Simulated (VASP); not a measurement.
ScF3, 4 atoms in the cell. It takes space group P4/mmm (No. 123, tetragonal). Conventional cell: a = 3.932 Å, b = 3.932 Å, c = 4.012 Å, α = 90.00°, β = 90.00°, γ = 90.00°. Sc (site symmetry 4/mmm) has 6 F at 1.97 to 2.01 Å within 2.6 Å. F (site symmetry mmm) has 2 Sc at 1.97 Å within 2.6 Å. Within 2.7 Å of F (site symmetry 4/mmm) lie 2 Sc at 2.01 Å.  This cell differs from its parent crystal: equal xx and yy strain of -2 %.

```yaml
Program: VASP 6.6.1
Task: single point
Functional: LDA
Potentials_or_basis: VASP PAW LDA potentials, release 64 (Sc_sv, F)
Cutoff: 520 eV
k_mesh: 6 × 6 × 6
Occupations: fermi-dirac, width 0.02 eV
Spin: no spin polarisation
Dipole_correction: no
Further_INCAR_settings: ALGO = Normal; EDIFF = 1e-07; NBANDS = 24
```

Potentials or basis: VASP PAW LDA potentials, release 64 (Sc_sv, F).

The run is started by

```sh
$ cat potpaw_LDA.64/Sc_sv/POTCAR potpaw_LDA.64/F/POTCAR > POTCAR
$ mpirun -np 1 vasp_std > vasp.out
```

Hardware: 1 thread of AMD EPYC 9R45 (Zen 5) (shared host).

How long does it take, and how much memory?

Wall time 46 s on 1 thread of AMD EPYC 9R45 (Zen 5), on a shared host, peak memory 0.14 GiB. Counts: scf iterations 15, k points 40.
